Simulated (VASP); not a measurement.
Runs of VASP 6.6.1 on W. The structure is that of space group P6_3/mmc (No. 194), or close to it. The cells are those of the table. 

```csv
task,cell,k mesh,cutoff (eV),gap on the mesh (eV),pressure (GPa)
single point,"a = 2.737, b = 2.737, c = 4.857 Å, angles 90.0, 90.0, 120.0°, 2 atoms",15 × 15 × 8,520,none,1.6
single point,"a = 2.842, b = 2.842, c = 5.044 Å, angles 90.0, 90.0, 120.0°, 2 atoms",15 × 15 × 8,520,none,-26.8
single point,"a = 2.662, b = 2.662, c = 4.724 Å, angles 90.0, 90.0, 120.0°, 2 atoms",15 × 15 × 8,520,none,(b)
relaxation of cell and atoms,"relaxed from a = 2.819, b = 2.819, c = 4.604 Å, angles 90.0, 90.0, 120.0°, 2 atoms",13 × 13 × 7,600,none,0.1
single point,"a = 2.700, b = 2.700, c = 4.791 Å, angles 90.0, 90.0, 120.0°, 2 atoms",15 × 15 × 8,520,none,(a)
single point,"a = 2.623, b = 2.623, c = 4.654 Å, angles 90.0, 90.0, 120.0°, 2 atoms",15 × 15 × 8,520,none,53.9
single point,"a = 2.808, b = 2.808, c = 4.983 Å, angles 90.0, 90.0, 120.0°, 2 atoms",15 × 15 × 8,520,none,-19.2
single point,"a = 2.737, b = 2.737, c = 4.857 Å, angles 90.0, 90.0, 120.0°, 2 atoms",22 × 22 × 11,520,none,1.7
```

Alike in all rows: level LDA; potentials or basis VASP PAW LDA potentials, release 64 (W_sv); no spin polarisation; smearing fermi-dirac 0.1 eV.

**Question.** Estimate the missing entries.

**Answer.** (a) 15.7; (b) 32.8.

Caveats: spin-orbit coupling is left out, which moves the levels of the heavy elements.

A k mesh can miss the band edges, and the runs leave out spin-orbit coupling on W.

A gap of «none» marks levels without a gap at the run's occupations.
